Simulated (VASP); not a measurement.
# BP (F-43m) in VASP: a series of runs

BP is run at these levels: r2SCAN; tasks: single point.

Everything below comes from runs of VASP 6.6.1. Logs are shortened: lines on timing, memory, paths and dates and some standing lists are left out, and cuts for length are marked.

## 1. The cell of the first run

Symmetry: F-43m, No. 216, cubic system. The conventional cell has a = 4.400 Å, b = 4.400 Å, c = 4.400 Å, α = 90.00°, β = 90.00°, γ = 90.00°. Within 2.5 Å of B (site symmetry -43m) lie 4 P at 1.91 Å. Within 2.5 Å of P (site symmetry -43m) lie 4 B at 1.91 Å.

## 2. Single point, r2SCAN (strain -0.030 along x and y, -0.030 along z)

Contents of POSCAR:

```
BP
1.0
    0.0000000000      2.2002188101      2.2002188101
    2.2002188101      0.0000000000      2.2002188101
    2.2002188101      2.2002188101      0.0000000000
B P
1 1
Direct
    0.0000000000      0.0000000000      0.0000000000
    0.7500000000      0.7500000000      0.7500000000
```

Contents of INCAR.step1:

```
SYSTEM = BP
ALGO     = Normal         ! electronic algorithm
EDIFF    = 1E-4           ! SCF threshold, eV
ENCUT    = 520            ! plane-wave cutoff, eV
GGA      = PE             ! functional
ISMEAR   = 0              ! smearing method
LASPH    = .TRUE.         ! aspherical terms in the spheres
LCHARG   = .FALSE.        ! write CHGCAR
LREAL    = .FALSE.        ! projectors in reciprocal space
LWAVE    = .TRUE.         ! write WAVECAR
NBANDS   = 11             ! bands
NELM     = 100            ! most SCF steps
PREC     = Accurate       ! precision mode
SIGMA    = 0.05           ! smearing width, eV
```

Contents of INCAR.step2:

```
SYSTEM = BP
ALGO     = Normal         ! electronic algorithm
EDIFF    = 1E-6           ! SCF threshold, eV
ENCUT    = 520            ! plane-wave cutoff, eV
ISIF     = 2              ! what is computed and relaxed
ISMEAR   = 0              ! smearing method
ISTART   = 1            
LASPH    = .TRUE.         ! aspherical terms in the spheres
LCHARG   = .TRUE.         ! write CHGCAR
LELF     = .TRUE.         ! ELF
LMIXTAU  = .TRUE.       
LREAL    = .FALSE.        ! projectors in reciprocal space
LVHAR    = .TRUE.       
LWAVE    = .FALSE.        ! write WAVECAR
METAGGA  = R2SCAN         ! meta-GGA
NBANDS   = 11             ! bands
NELM     = 100            ! most SCF steps
PREC     = Accurate       ! precision mode
SIGMA    = 0.05           ! smearing width, eV
```

Contents of KPOINTS:

```
k-points
0
G
  10 10 10
  0 0 0
```

Potentials or basis: VASP PAW PBE potentials, release 64 (B, P).

The run is started by

```bash
cat potpaw_PBE.64/B/POTCAR potpaw_PBE.64/P/POTCAR > POTCAR
cp INCAR.step1 INCAR
mpirun -np 1 vasp_std > vasp.out
cp INCAR.step2 INCAR
mpirun -np 1 vasp_std > vasp.out
```

OUTCAR:

```text
SYSTEM = BP
   EDIFF = 1E-6
   ENCUT = 520
   ISIF = 2
   ISMEAR = 0
   ISTART = 1
   LASPH = .TRUE.
   LREAL = .FALSE.
   METAGGA = R2SCAN
   NELM = 100
   PREC = Accurate

 ion  position               nearest neighbor table
   1  0.000  0.000  0.000-   2 1.91   2 1.91   2 1.91   2 1.91
   2  0.750  0.750  0.750-   1 1.91   1 1.91   1 1.91   1 1.91

  LATTYP: Found a face centered cubic cell.
 ALAT       =     4.4004376202

  Lattice vectors:

 A1 = (   0.0000000000,   2.2002188101,   2.2002188101)
 A2 = (   2.2002188101,   0.0000000000,   2.2002188101)
 A3 = (   2.2002188101,   2.2002188101,   0.0000000000)

Analysis of symmetry for initial positions (statically):
=====================================================================
 Subroutine PRICEL returns:
 Original cell was already a primitive cell.

 Routine SETGRP: Setting up the symmetry group for a
 face centered cubic supercell.

 Subroutine GETGRP returns: Found 24 space group operations
 (whereof 24 operations were pure point group operations)
 out of a pool of 48 trial point group operations.

The static configuration has the point symmetry T_d .

Analysis of symmetry for dynamics (positions and initial velocities):
=====================================================================
 Subroutine PRICEL returns:
 Original cell was already a primitive cell.

 Routine SETGRP: Setting up the symmetry group for a
 face centered cubic supercell.

 Subroutine GETGRP returns: Found 24 space group operations
 (whereof 24 operations were pure point group operations)
 out of a pool of 48 trial point group operations.

The dynamic configuration has the point symmetry T_d .

 Subroutine INISYM returns: Found 24 space group operations
 (whereof 24 operations are pure point group operations),
 and found     1 'primitive' translations

----------------------------------------------------------------------------------------

                                     Primitive cell

  volume of cell :      21.3024

  direct lattice vectors                    reciprocal lattice vectors
     0.000000000  2.200218810  2.200218810    -0.227250125  0.227250125  0.227250125
     2.200218810  0.000000000  2.200218810     0.227250125 -0.227250125  0.227250125
     2.200218810  2.200218810  0.000000000     0.227250125  0.227250125 -0.227250125

  length of vectors
     3.111579281  3.111579281  3.111579281     0.393608763  0.393608763  0.393608763

  position of ions in fractional coordinates (direct lattice)
     0.000000000  0.000000000  0.000000000
[... 87 lines left out ...]
   TEBEG  =    0.0;   TEEND  =   0.0 temperature during run
   PSTRESS=    0.0 pullay stress
   NELECT =       8.0000    total number of electrons
   NUPDOWN=      -1.0000    fix difference up-down
   EMIN   =  10.00;   EMAX   =-10.00  energy-range for DOS
   EFERMI =   0.00;   METHOD = LEGACY
   ISMEAR =     0;   SIGMA  =   0.05  broadening in eV -4-tet -1-fermi 0-gaus
   EFERMI_NEDOS =   21; number of points for ismear=-14 and -15
   IALGO  =     38    algorithm
   IMIX   =      4    mixing-type and parameters
     AMIX     =   0.40;   BMIX     =  1.00
     AMIX_MAG =   1.60;   BMIX_MAG =  1.00
  volume/ion in A,a.u.               =      10.65        71.88
  Fermi-wavevector in a.u.,A,eV,Ry     =   1.181124  2.232001 18.980872  1.395055
  Thomas-Fermi vector in A             =   2.317404
   LORBIT       =      0    0 simple, 1 ext, 2 COOP (PROOUT), +10 PAW based schemes
   METAGGA = R2SCAN    functional components
   LHFCALC =     F    Hartree Fock is set to
   AEXX    =    0.0000 exact exchange contribution
   IVDW    =     0    specifies the selected vdW correction
   LEPSILON=     F    determine dielectric tensor
   LRPA    =     F    only Hartree local field effects (RPA)
 non-spin polarized calculation
 Gauss-broadening in eV      SIGMA  =   0.05
  energy-cutoff  :      520.00
  volume of cell :       21.30
 maximum number of plane-waves:       589
   NGX = 11   NGY = 11   NGZ = 11

 number of electron       8.0000000 magnetization

 Free energy of the ion-electron system (eV)
  ---------------------------------------------------
  ext. energy  EPLUGINS =         0.00000000
  ---------------------------------------------------
  free energy    TOTEN  =       -17.20845898 eV

  energy without entropy =      -17.20845898  energy(sigma->0) =      -17.20845898

 E-fermi :   8.7859     XC(G=0): -11.9244

 val. band max:        8.5228987020   @ k =   0.0000   0.0000   0.0000
 cond. band min:       9.8427569218   @ k =   0.4000   0.4000   0.0000
 fundamental gap:      1.3198582199
 Fermi energy:         8.7858908943

 k-point     1 :       0.0000    0.0000    0.0000
  band No.  band energies     occupation
      1      -8.6129      2.00000
      2       8.5229      2.00000
      3       8.5229      2.00000
      4       8.5229      2.00000
      5      12.3232      0.00000
      6      12.3232      0.00000
      7      12.3232      0.00000
      8      18.0529      0.00000
      9      21.4411      0.00000
     10      21.4411      0.00000
     11      21.6767      0.00000
[... 309 lines left out ...]
 k-point    24 :       0.4000    0.3000    0.0000
  band No.  band energies     occupation
      1      -5.2616      2.00000
      2       1.7931      2.00000
      3       3.9049      2.00000
      4       4.5071      2.00000
      5      10.4956      0.00000
      6      12.4450      0.00000
      7      19.2946      0.00000
      8      19.4176      0.00000
      9      24.7522      0.00000
     10      25.1203      0.00000
     11      28.1468      0.00000

 [... further k-points ...]

------------------------ aborting loop because EDIFF is reached ----------------------------------------

  FORCE on cell =-STRESS in cart. coord.  units (eV):
  Direction    XX          YY          ZZ          XY          YZ          ZX
  --------------------------------------------------------------------------------------
  -------------------------------------------------------------------------------------
  Total        2.3580078      2.3580078      2.3580078      0.0000000     -0.0000000      0.0000000
  in kB      177.3487817    177.3487817    177.3487817      0.0000000     -0.0000000      0.0000000
  external PRESSURE =     177.3487817 kB  Pullay stress =       0.0000000 kB

 VOLUME and BASIS-vectors are now :
 -----------------------------------------------------------------------------
  energy-cutoff  :      520.00
  volume of cell :       21.30
      direct lattice vectors                 reciprocal lattice vectors
     0.000000000  2.200218810  2.200218810    -0.227250125  0.227250125  0.227250125
     2.200218810  0.000000000  2.200218810     0.227250125 -0.227250125  0.227250125
     2.200218810  2.200218810  0.000000000     0.227250125  0.227250125 -0.227250125

 POSITION                                       TOTAL-FORCE (eV/Angst)
 -----------------------------------------------------------------------------------
      0.00000      0.00000      0.00000         0.000000      0.000000      0.000000
      3.30033      3.30033      3.30033        -0.000000     -0.000000     -0.000000
 -----------------------------------------------------------------------------------
    total drift:                                0.000000      0.000000      0.000000

  FREE ENERGIE OF THE ION-ELECTRON SYSTEM (eV)
  ---------------------------------------------------
  free  energy   TOTEN  =       -17.2084589780 eV

  energy  without entropy=      -17.2084589780  energy(sigma->0) =      -17.20845898
```

OUTCAR.step1:

```text
SYSTEM = BP
   EDIFF = 1E-4
   ENCUT = 520
   GGA = PE
   ISMEAR = 0
   LASPH = .TRUE.
   LREAL = .FALSE.
[... 556 lines left out ...]
      0.00000      0.00000      0.00000         0.000000      0.000000      0.000000
      3.30033      3.30033      3.30033        -0.000000     -0.000000     -0.000000
 -----------------------------------------------------------------------------------
    total drift:                               -0.000000     -0.000000     -0.000000

  FREE ENERGIE OF THE ION-ELECTRON SYSTEM (eV)
  ---------------------------------------------------
  free  energy   TOTEN  =       -12.8094089398 eV

  energy  without entropy=      -12.8094089398  energy(sigma->0) =      -12.80940894
```

Run time: 16 s. Hardware: 1 thread of Intel Xeon 6975P-C (Granite Rapids), shared host; peak memory 0.13 GiB.

What came out:

```yaml
Free_energy: -17.2085 eV
Pressure: 17.7 GPa
Band_gap_on_the_k_mesh: 1.32 eV (least direct gap 3.80 eV)
```

Caveat: the cell differs from its parent crystal (strain -0.030 along x and y, -0.030 along z); the cell stands under pressure; the PAW data sets were made with another functional, which shifts forces and pressure a little. A k mesh can miss the band edges.

## 3. Single point, r2SCAN (strain -0.015 along x and y, -0.015 along z)

Contents of POSCAR:

```
BP
1.0
    0.0000000000      2.2342428123      2.2342428123
    2.2342428123      0.0000000000      2.2342428123
    2.2342428123      2.2342428123      0.0000000000
B P
1 1
Direct
    0.0000000000      0.0000000000      0.0000000000
    0.7500000000      0.7500000000      0.7500000000
```

Contents of INCAR.step1:

```
  PREC = Accurate
  ENCUT = 520
  ISMEAR = 0
  SIGMA = 0.05
  LREAL = F
  LASPH = T
  NELM = 100
  NBANDS = 11
  GGA = PE
  ALGO = Normal
  EDIFF = 1E-4
  LWAVE = T
  LCHARG = F
```

Contents of INCAR.step2:

```
  PREC = Accurate
  ENCUT = 520
  EDIFF = 1E-7
  ISMEAR = 0
  SIGMA = 0.05
  LREAL = F
  LASPH = T
  NELM = 100
  ALGO = Normal
  ISIF = 2
  LWAVE = F
  LCHARG = F
  METAGGA = R2SCAN
  LMIXTAU = T
  NBANDS = 11
  ISTART = 1
```

Contents of KPOINTS:

```
regular mesh
0
Gamma
  10 10 10
```

Potentials or basis: VASP PAW PBE potentials, release 64 (B, P).

The run is started by

```bash
cat potpaw_PBE.64/B/POTCAR potpaw_PBE.64/P/POTCAR > POTCAR
cp INCAR.step1 INCAR
mpirun -np 1 vasp_std > vasp.out
cp INCAR.step2 INCAR
mpirun -np 1 vasp_std > vasp.out
```

It took 17 s on 1 thread of Intel Xeon 6975P-C (Granite Rapids), shared host; peak memory 0.14 GiB.

The run converged. Its results:

* Free energy: -17.2880 eV
* Pressure: 7.8 GPa
* Band gap on the k mesh: 1.38 eV (least direct gap 3.71 eV)

Levels at points of the mesh, in eV from the valence-band top:
```csv
k point,band 1,band 2,band 3,band 4,band 5,band 6,band 7,band 8,band 9
"(0.00, 0.00, 0.00)",-16.69,0.00,0.00,0.00,3.71,3.71,3.71,8.76,12.77
"(0.50, 0.00, 0.00)",-13.02,-9.85,-1.92,-1.92,4.43,5.06,5.06,11.10,15.80
"(0.50, 0.50, 0.00)",-11.27,-9.38,-4.52,-4.52,1.45,1.87,13.52,13.52,17.01
```

Caveat: the cell differs from its parent crystal (strain -0.015 along x and y, -0.015 along z); the cell stands under pressure; the PAW data sets were made with another functional, which shifts forces and pressure a little. A k mesh can miss the band edges.
